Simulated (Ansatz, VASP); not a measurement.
Pt in VASP and in Ansatz

The input INCAR:

```
SYSTEM = Pt
  PREC = Accurate
  ENCUT = 520
  EDIFF = 1E-6
  ISMEAR = 0
  SIGMA = 0.15
  LREAL = .FALSE.
  LASPH = .TRUE.
  NELM = 80
  ALGO = Normal
  ISIF = 2
  LWAVE = .FALSE.
  LCHARG = .FALSE.
  GGA = PE
  NBANDS = 11
```

KPOINTS

```
regular mesh
0
G
  20 20 20
  0 0 0
```

File POSCAR:

```
Pt
1.0
   -0.2977447067      1.8162427110      1.8162427110
    1.8162427110     -0.2977447067      1.8162427110
    1.8162427110      1.8162427110     -0.2977447067
Pt
1
Direct
    0.0000000000      0.0000000000      0.0000000000
```

Input for Ansatz:

```yaml
crystal:
  lattice:
    - [-0.2977447067, 1.816242711, 1.816242711]
    - [1.816242711, -0.2977447067, 1.816242711]
    - [1.816242711, 1.816242711, -0.2977447067]
  atoms:
    - { symbol: Pt, position: [0.0, 0.0, 0.0] }
basis:
  ecutwfc: 420
kpoints:
  mp_grid: { grid: [20, 20, 20] }
hamiltonian:
  xc: pbe
  pseudopotentials: { kind: paw, azcp: { folder: soft_1 } }
scf:
  occupations: { method: gaussian, width: 0.15 }
output:
  forces: true
  stress: true
  eigenvalues: true
```

Change from the starting cell: equal engineering shear yz, xz and xy -0.1500, equal normal strain along x, y and z -0.0100.

Alike in both runs: task single point; functional PBE; k mesh 20 × 20 × 20; occupations gaussian, width 0.15 eV; no spin polarisation.

|  | VASP | Ansatz |
| --- | --- | --- |
| version | VASP 6.6.1 | Ansatz 0.2.0 |
| potentials or method | VASP PAW PBE potentials, release 64 (Pt), cutoff 520 eV | scalar-relativistic, plane waves, PAW |
| valence electrons in the cell | 10 | 18 |

|  | VASP | Ansatz | Ansatz less VASP |
| --- | --- | --- | --- |
| gap on the k mesh at the Fermi level (eV) | none | none | - |
| pressure (GPa) | 28.4 | 29.0 | +0.60 |
| traceless stress, the component that is largest in VASP (GPa) | 13.31 | 13.39 | +0.084 |

A gap of «none» marks a metal or a gap that the smearing closes. Both programs put the cell under a high pressure, so it lies far from rest at this level. VASP's potentials hold 10 valence electrons a cell and Ansatz's 18, so a difference there can come from the potentials and not from the codes.

Neither program's run includes spin-orbit coupling.
